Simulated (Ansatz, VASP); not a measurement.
**One calculation of AgCl, two programs**

The input POSCAR:

```
AgCl
1.0
    0.0000000000      2.8147472500      2.7731500000
    2.8147472500      0.0000000000      2.7731500000
    2.8147472500      2.8147472500      0.0000000000
Ag Cl
1 1
Direct
    0.5000000000      0.5000000000      0.5000000000
    0.0000000000      0.0000000000      0.0000000000
```

Contents of INCAR.step1:

```
  PREC = Accurate
  ENCUT = 520
  ISMEAR = 0
  SIGMA = 0.05
  LREAL = False
  LASPH = True
  NELM = 80
  NBANDS = 16
  GGA = PE
  ALGO = Normal
  EDIFF = 1E-4
  LWAVE = True
  LCHARG = False
```

The input INCAR.step2:

```
  PREC = Accurate
  ENCUT = 520
  EDIFF = 1E-6
  ISMEAR = 0
  SIGMA = 0.05
  LREAL = False
  LASPH = True
  NELM = 80
  ALGO = Normal
  ISIF = 2
  LWAVE = False
  LCHARG = True
  METAGGA = R2SCAN
  LMIXTAU = True
  LELF = True
  LVHAR = True
  NBANDS = 16
  ISTART = 1
```

KPOINTS

```
Automatic mesh
0
Gamma
  8 8 8
```

Input for Ansatz:

```yaml
crystal:
  lattice:
    - [0.0, 2.81474725, 2.77315]
    - [2.81474725, 0.0, 2.77315]
    - [2.81474725, 2.81474725, 0.0]
  atoms:
    - { symbol: Ag, position: [0.5, 0.5, 0.5] }
    - { symbol: Cl, position: [0.0, 0.0, 0.0] }
basis:
  ecutwfc: 500
kpoints:
  mp_grid: { grid: [8, 8, 8] }
hamiltonian:
  xc: r2scan
scf:
  occupations: { method: gaussian, width: 0.05 }
output:
  forces: true
  stress: true
  eigenvalues: true
```

Change from the starting cell: strain +0.015 along x and y, +0.000 along z, atoms carried along.

Alike in both runs: task single point; functional r2SCAN; k mesh 8 × 8 × 8; occupations gaussian, width 0.05 eV; no spin polarisation.

```csv
,VASP,Ansatz
version,VASP 6.6.1,Ansatz 0.2.0
potentials or method,"VASP PAW PBE potentials, release 64 (Ag, Cl), cutoff 520 eV","scalar-relativistic, plane waves, PAW"
valence electrons in the cell,18,26
```

Ansatz gave:

* gap on the k mesh at the Fermi level (eV): 1.43
* least direct gap on the mesh (eV): 3.64
* pressure (GPa): -1.4
* traceless stress, the component that is largest in VASP (GPa): 0.20

Question: Which values does VASP return?

Answer: gap on the k mesh at the Fermi level (eV): 1.38; least direct gap on the mesh (eV): 3.60; pressure (GPa): -1.5; traceless stress, the component that is largest in VASP (GPa): 0.20.

VASP's potentials were made for PBE, not for r2SCAN. The functional is the same, so the differences come from potentials, cutoffs and numerics. VASP's potentials hold 18 valence electrons a cell and Ansatz's 26, so a difference there can come from the potentials and not from the codes.
